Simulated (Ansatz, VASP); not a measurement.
**Os: VASP beside Ansatz**

File POSCAR:

```
Os
1.0
    2.7341000000      0.0000000000      0.0000000000
   -1.3670500000      2.3678000565      0.0000000000
    0.0000000000      0.0000000000      4.3197000000
Os
2
Direct
    0.3333333333      0.6666666667      0.2500000000
    0.6666666667      0.3333333333      0.7500000000
```

INCAR.step1

```
  PREC = Accurate
  ENCUT = 550
  ISMEAR = 0
  SIGMA = 0.1
  LREAL = F
  LASPH = T
  NELM = 120
  NBANDS = 23
  GGA = PE
  ALGO = Normal
  EDIFF = 1E-5
  LWAVE = T
  LCHARG = F
  GGA_COMPAT = F
```

File INCAR.step2:

```
  PREC = Accurate
  ENCUT = 550
  EDIFF = 1E-6
  ISMEAR = 0
  SIGMA = 0.1
  LREAL = F
  LASPH = T
  NELM = 120
  ALGO = Normal
  ISIF = 2
  LWAVE = F
  LCHARG = T
  METAGGA = R2SCAN
  LMIXTAU = T
  LELF = T
  LVHAR = T
  NBANDS = 23
  ISTART = 1
  GGA_COMPAT = F
```

The input KPOINTS:

```
Automatic mesh
0
Gamma
  9 9 4
```

Input for Ansatz:

```yaml
crystal:
  lattice:
    - [2.7341, 0.0, 0.0]
    - [-1.36705, 2.3678000565, 0.0]
    - [0.0, 0.0, 4.3197]
  atoms:
    - { symbol: Os, position: [0.3333333333, 0.6666666667, 0.25] }
    - { symbol: Os, position: [0.6666666667, 0.3333333333, 0.75] }
basis:
  ecutwfc: 500
kpoints:
  mp_grid: { grid: [9, 9, 4] }
hamiltonian:
  xc: r2scan
scf:
  occupations: { method: gaussian, width: 0.1 }
output:
  forces: true
  stress: true
  eigenvalues: true
```

Alike in both runs: task single point; functional r2SCAN; k mesh 9 × 9 × 4; occupations gaussian, width 0.1 eV; no spin polarisation.

|  | VASP | Ansatz |
| --- | --- | --- |
| version | VASP 6.6.1 | Ansatz 0.2.0 |
| potentials or method | VASP PAW PBE potentials, release 64 (Os_sv_GW), cutoff 550 eV | scalar-relativistic, plane waves, PAW |
| valence electrons in the cell | 32 | 32 |

```tsv
	VASP	Ansatz	Ansatz less VASP
gap on the k mesh at the Fermi level (eV)	none	none	-
pressure (GPa)	-1.0	0.9	+1.94
traceless stress, the component that is largest in VASP (GPa)	-0.63	-0.65	-0.021
```

VASP's potentials were made for PBE, not for r2SCAN. A gap of «none» marks a metal or a gap that the smearing closes.

The k mesh is coarse, so the values compare programs but aren't converged. Spin-orbit coupling is off throughout.
